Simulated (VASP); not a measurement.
Here is a VASP 6.6.1 calculation.

INCAR

```
PREC     = Accurate       # precision mode
ENCUT    = 520            # plane-wave cutoff, eV
EDIFF    = 1E-8           # SCF threshold, eV
ISMEAR   = -1             # smearing method
SIGMA    = 0.05           # smearing width, eV
LREAL    = F              # projectors in reciprocal space
LASPH    = T              # aspherical terms in the spheres
NELM     = 100            # most SCF steps
ALGO     = Normal         # electronic algorithm
ISIF     = 2              # what is computed and relaxed
LWAVE    = F              # write WAVECAR
LCHARG   = F              # write CHGCAR
GGA      = CA             # functional
LEFG     = T            
NBANDS   = 18             # bands
```

File KPOINTS:

```
Automatic mesh
0
Gamma
  11 11 11
```

File POSCAR:

```
PIr2
1.0
    0.0553500000      2.7951750000      2.7951750000
    2.7951750000      0.0553500000      2.7951750000
    2.7951750000      2.7951750000      0.0553500000
P Ir
1 2
Direct
    0.0000000000      0.0000000000      0.0000000000
    0.2500000000      0.2500000000      0.2500000000
    0.7500000000      0.7500000000      0.7500000000
```

Potentials or basis: VASP PAW LDA potentials, release 64 (P, Ir).

Run with:

```console
$ cat potpaw_LDA.64/P/POTCAR potpaw_LDA.64/Ir/POTCAR > POTCAR
$ mpirun -np 1 vasp_std > vasp.out
```

Q: What does it give for the largest force?

A: 0.080 eV/Å.

Q: Predict the pressure.

A: -2.7 GPa.

Forces in eV/Å, atoms in the order of the input:
```
P    0.000  0.000  0.000
Ir  -0.046 -0.046 -0.046
Ir   0.046  0.046  0.046
```

Caveat: the cell differs from its parent crystal (equal xy, yz and zx shear strains of +2 %); without QUAD_EFG the Cq values of the log hold for a quadrupole moment of 1 mb, not for the nuclei.
